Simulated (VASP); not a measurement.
# Ba (Pm-3m) in VASP: single point with PBE

Aim: the single point of Ba with PBE.

All numbers are computed with VASP 6.6.1; they aren't measurements. Logs are shortened: lines on timing, memory, paths and dates and some standing lists are left out, and cuts for length are marked.

**1. The cell of the first run**

Symmetry: Pm-3m, No. 221, cubic system. The conventional cell has a = 3.918 Å, b = 3.918 Å, c = 3.918 Å, α = 90.00°, β = 90.00°, γ = 90.00°. Ba (site symmetry m-3m) has 6 Ba at 3.92 Å within 5.1 Å.

This isn't the form of Ba at room conditions, which is bcc.

**2. Single point, PBE**

The input, INCAR:

```
PREC = Accurate
ENCUT = 500
EDIFF = 1E-6
ISMEAR = 0
SIGMA = 0.05
LREAL = F
LASPH = T
NELM = 120
ALGO = Normal
ISIF = 2
LWAVE = F
LCHARG = T
GGA = PE
LELF = T
LVHAR = T
NBANDS = 11
GGA_COMPAT = F
```

The input, KPOINTS:

```
regular mesh
0
Gamma
  7 7 7
```

The input, POSCAR:

```
Ba
1.0
    3.9177175405      0.0000000000      0.0000000000
    0.0000000000      3.9177175405      0.0000000000
    0.0000000000      0.0000000000      3.9177175405
Ba
1
Direct
    0.0000000000      0.0000000000      0.0000000000
```

Potentials or basis: VASP PAW PBE potentials, release 64 (Ba_sv).

The run is started by

```bash
cat potpaw_PBE.64/Ba_sv/POTCAR > POTCAR
mpirun -np 1 vasp_std > vasp.out
```

OUTCAR:

```text
PREC = Accurate
   ENCUT = 500
   EDIFF = 1E-6
   ISMEAR = 0
   LREAL = F
   LASPH = T
   NELM = 120
   ISIF = 2
   GGA = PE

 ion  position               nearest neighbor table
   1  0.000  0.000  0.000-

  LATTYP: Found a simple cubic cell.
 ALAT       =     3.9177175405

  Lattice vectors:

 A1 = (   3.9177175405,   0.0000000000,   0.0000000000)
 A2 = (   0.0000000000,   3.9177175405,   0.0000000000)
 A3 = (   0.0000000000,   0.0000000000,   3.9177175405)

Analysis of symmetry for initial positions (statically):
=====================================================================
 Subroutine PRICEL returns:
 Original cell was already a primitive cell.

 Routine SETGRP: Setting up the symmetry group for a
 simple cubic supercell.

 Subroutine GETGRP returns: Found 48 space group operations
 (whereof 48 operations were pure point group operations)
 out of a pool of 48 trial point group operations.

The static configuration has the point symmetry O_h .

Analysis of symmetry for dynamics (positions and initial velocities):
=====================================================================
 Subroutine PRICEL returns:
 Original cell was already a primitive cell.

 Routine SETGRP: Setting up the symmetry group for a
 simple cubic supercell.

 Subroutine GETGRP returns: Found 48 space group operations
 (whereof 48 operations were pure point group operations)
 out of a pool of 48 trial point group operations.

The dynamic configuration has the point symmetry O_h .

 Subroutine INISYM returns: Found 48 space group operations
 (whereof 48 operations are pure point group operations),
 and found     1 'primitive' translations

----------------------------------------------------------------------------------------

                                     Primitive cell

  volume of cell :      60.1311

  direct lattice vectors                    reciprocal lattice vectors
     3.917717540  0.000000000  0.000000000     0.255250663  0.000000000  0.000000000
     0.000000000  3.917717540  0.000000000     0.000000000  0.255250663  0.000000000
     0.000000000  0.000000000  3.917717540     0.000000000  0.000000000  0.255250663

  length of vectors
     3.917717540  3.917717540  3.917717540     0.255250663  0.255250663  0.255250663

  position of ions in fractional coordinates (direct lattice)
     0.000000000  0.000000000  0.000000000

  ion indices of the primitive-cell ions
   primitive index   ion index
                 1           1

----------------------------------------------------------------------------------------

 KPOINTS: regular mesh

Automatic generation of k-mesh.
 Grid dimensions read from file:
 generate k-points for:    7    7    7

 Generating k-lattice:

  Cartesian coordinates                     Fractional coordinates (reciprocal lattice)
     0.036464380  0.000000000  0.000000000     0.142857143  0.000000000  0.000000000
     0.000000000  0.036464380  0.000000000     0.000000000  0.142857143  0.000000000
     0.000000000  0.000000000  0.036464380     0.000000000  0.000000000  0.142857143

  Length of vectors
     0.036464380  0.036464380  0.036464380

  Shift w.r.t. Gamma in fractional coordinates (k-lattice)
     0.000000000  0.000000000  0.000000000

 Subroutine IBZKPT returns following result:
 ===========================================

 Found     20 irreducible k-points:

 Following reciprocal coordinates:
            Coordinates               Weight
  0.000000  0.000000  0.000000      1.000000
  0.142857  0.000000  0.000000      6.000000
  0.285714  0.000000  0.000000      6.000000
  0.428571  0.000000  0.000000      6.000000
  0.142857  0.142857  0.000000     12.000000
  0.285714  0.142857  0.000000     24.000000
[... 12 lines left out ...]
  0.428571  0.428571  0.285714     24.000000
  0.428571  0.428571  0.428571      8.000000
   k-points           NKPTS =     20   k-points in BZ     NKDIM =     20   number of bands    NBANDS=     11
   number of dos      NEDOS =    301   number of ions     NIONS =      1
   total plane-waves  NPLWV =  27000
   dimension x,y,z NGX =    30 NGY =   30 NGZ =   30
   dimension x,y,z NGXF=    60 NGYF=   60 NGZF=   60
   ions per type =               1
   NGX,Y,Z   is equivalent  to a cutoff of  12.73, 12.73, 12.73 a.u.
   NGXF,Y,Z  is equivalent  to a cutoff of  25.46, 25.46, 25.46 a.u.
 SYSTEM =  unknown system
   PREC   = accura    normal or accurate (medium, high low for compatibility)
   ISTART =      0    job   : 0-new  1-cont  2-samecut
   ICHARG =      2    charge: 1-file 2-atom 10-const
   ISPIN  =      1    spin polarized calculation?
   LNONCOLLINEAR =      F non collinear calculations
   LSORBIT =      F    spin-orbit coupling
   LASPH  =      T    aspherical Exc in radial PAW
   ENCUT  =  500.0 eV  36.75 Ry    6.06 a.u.   7.14  7.14  7.14*2*pi/ulx,y,z
   NELM   =    120;   NELMIN=  2; NELMDL= -5     # of ELM steps
   EDIFF  = 0.1E-05   stopping-criterion for ELM
   LREAL  =      F    real-space projection
[... 7 lines left out ...]
   TEBEG  =    0.0;   TEEND  =   0.0 temperature during run
   PSTRESS=    0.0 pullay stress
   NELECT =      10.0000    total number of electrons
   NUPDOWN=      -1.0000    fix difference up-down
   EMIN   =  10.00;   EMAX   =-10.00  energy-range for DOS
   EFERMI =   0.00;   METHOD = LEGACY
   ISMEAR =     0;   SIGMA  =   0.05  broadening in eV -4-tet -1-fermi 0-gaus
   EFERMI_NEDOS =   21; number of points for ismear=-14 and -15
   IALGO  =     38    algorithm
   IMIX   =      4    mixing-type and parameters
     AMIX     =   0.40;   BMIX     =  1.00
     AMIX_MAG =   1.60;   BMIX_MAG =  1.00
  volume/ion in A,a.u.               =      60.13       405.78
  Fermi-wavevector in a.u.,A,eV,Ry     =   0.900275  1.701272 11.027448  0.810495
  Thomas-Fermi vector in A             =   2.023212
   LORBIT       =      0    0 simple, 1 ext, 2 COOP (PROOUT), +10 PAW based schemes
   GGA     = PE    functional components
   LHFCALC =     F    Hartree Fock is set to
   AEXX    =    0.0000 exact exchange contribution
   IVDW    =     0    specifies the selected vdW correction
   LEPSILON=     F    determine dielectric tensor
   LRPA    =     F    only Hartree local field effects (RPA)
 non-spin polarized calculation
 Gauss-broadening in eV      SIGMA  =   0.05
  energy-cutoff  :      500.00
  volume of cell :       60.13
 maximum number of plane-waves:      1551
 NGX is ok and might be reduce to    30
   NGX = 15   NGY = 15   NGZ = 15

 number of electron      10.0000001 magnetization

 Free energy of the ion-electron system (eV)
  ---------------------------------------------------
  ext. energy  EPLUGINS =         0.00000000
  ---------------------------------------------------
  free energy    TOTEN  =        -1.60316976 eV

  energy without entropy =       -1.60309736  energy(sigma->0) =       -1.60313356

 E-fermi :   1.6933     XC(G=0):  -7.5447

 val. band max:        1.6095187756   @ k =   0.4286   0.4286   0.4286
 cond. band min:       1.7574539277   @ k =   0.0000   0.0000   0.0000
 fundamental gap:      0.1479351521
 Fermi energy:         1.6933391383

 k-point     1 :       0.0000    0.0000    0.0000
  band No.  band energies     occupation
      1     -27.4140      2.00000
      2     -12.2262      2.00000
      3     -12.2262      2.00000
      4     -12.2262      2.00000
      5      -0.8521      2.00000
      6       1.7575      0.06976
      7       1.7575      0.06976
      8       6.6995      0.00000
      9       6.6995      0.00000
     10       6.6995      0.00000
     11       9.4673      0.00000

 k-point     2 :       0.1429    0.0000    0.0000
  band No.  band energies     occupation
      1     -27.4020      2.00000
      2     -12.3810      2.00000
      3     -12.2129      2.00000
      4     -12.2129      2.00000
      5      -0.5502      2.00000
      6       1.8529      0.00001
      7       2.0765      0.00000
      8       6.0076      0.00000
      9       6.0076      0.00000
     10       6.7474      0.00000
     11       8.3907      0.00000

 k-point     3 :       0.2857    0.0000    0.0000
  band No.  band energies     occupation
      1     -27.3746      2.00000
      2     -12.7068      2.00000
      3     -12.1827      2.00000
      4     -12.1827      2.00000
      5       0.1575      2.00000
      6       2.0899      0.00000
      7       2.6967      0.00000
      8       5.0318      0.00000
      9       5.0318      0.00000
     10       6.8594      0.00000
     11       7.4634      0.00000

 k-point     4 :       0.4286    0.0000    0.0000
  band No.  band energies     occupation
      1     -27.3525      2.00000
      2     -12.9496      2.00000
      3     -12.1583      2.00000
      4     -12.1583      2.00000
      5       0.9000      2.00000
      6       2.3094      0.00000
      7       2.6722      0.00000
      8       4.4661      0.00000
      9       4.4661      0.00000
     10       6.9542      0.00000
     11       8.2432      0.00000
[... 183 lines left out ...]
 k-point    18 :       0.4286    0.2857    0.2857
  band No.  band energies     occupation
      1     -27.2765      2.00000
      2     -12.8199      2.00000
      3     -12.5681      2.00000
      4     -12.5488      2.00000
      5       1.4886      2.00000
      6       2.4711      0.00000
      7       2.7712      0.00000
      8       4.6021      0.00000
      9       4.8818      0.00000
     10       6.6678      0.00000
     11       8.1946      0.00000

 k-point    19 :       0.4286    0.4286    0.2857
  band No.  band energies     occupation
      1     -27.2553      2.00000
      2     -12.7861      2.00000
      3     -12.7820      2.00000
      4     -12.5274      2.00000
      5       1.3058      2.00000
      6       2.3491      0.00000
      7       2.4374      0.00000
      8       4.7817      0.00000
      9       6.8055      0.00000
     10       7.1419      0.00000
     11       7.2475      0.00000

 k-point    20 :       0.4286    0.4286    0.4286
  band No.  band energies     occupation
      1     -27.2344      2.00000
      2     -12.7531      2.00000
      3     -12.7476      2.00000
      4     -12.7476      2.00000
      5       1.6095      1.98225
      6       1.8273      0.00015
      7       1.8273      0.00015
      8       6.1642      0.00000
      9       7.0425      0.00000
     10       7.0425      0.00000
     11       7.7434      0.00000

------------------------ aborting loop because EDIFF is reached ----------------------------------------

  FORCE on cell =-STRESS in cart. coord.  units (eV):
  Direction    XX          YY          ZZ          XY          YZ          ZX
  --------------------------------------------------------------------------------------
  -------------------------------------------------------------------------------------
  Total        0.1379411      0.1379411      0.1379411      0.0000000      0.0000000     -0.0000000
  in kB        3.6754036      3.6754036      3.6754036      0.0000000      0.0000000     -0.0000000
  external PRESSURE =       3.6754036 kB  Pullay stress =       0.0000000 kB

 VOLUME and BASIS-vectors are now :
 -----------------------------------------------------------------------------
  energy-cutoff  :      500.00
  volume of cell :       60.13
      direct lattice vectors                 reciprocal lattice vectors
     3.917717540  0.000000000  0.000000000     0.255250663  0.000000000  0.000000000
     0.000000000  3.917717540  0.000000000     0.000000000  0.255250663  0.000000000
     0.000000000  0.000000000  3.917717540     0.000000000  0.000000000  0.255250663

 POSITION                                       TOTAL-FORCE (eV/Angst)
 -----------------------------------------------------------------------------------
      0.00000      0.00000      0.00000         0.000000      0.000000      0.000000
 -----------------------------------------------------------------------------------
    total drift:                                0.000000      0.000000     -0.000000

  FREE ENERGIE OF THE ION-ELECTRON SYSTEM (eV)
  ---------------------------------------------------
  free  energy   TOTEN  =        -1.6031697585 eV

  energy  without entropy=       -1.6030973622  energy(sigma->0) =       -1.60313356
```

Wall time 20 s (1 thread of Intel Xeon Platinum 8488C (Sapphire Rapids), shared host); peak memory 0.16 GiB.

Results:

```
Free energy : -1.6032 eV
Pressure    : 0.4 GPa
```

Levels at points of the mesh, in eV from the Fermi level:
```
           k point  band 1  band 2  band 3  band 4  band 5  band 6  band 7  band 8  band 9  band 10
(0.00, 0.00, 0.00)  -29.11  -13.92  -13.92  -13.92   -2.55    0.06    0.06    5.01    5.01     5.01
```

Caveat: spin-orbit coupling is left out, which moves the levels of the heavy elements.
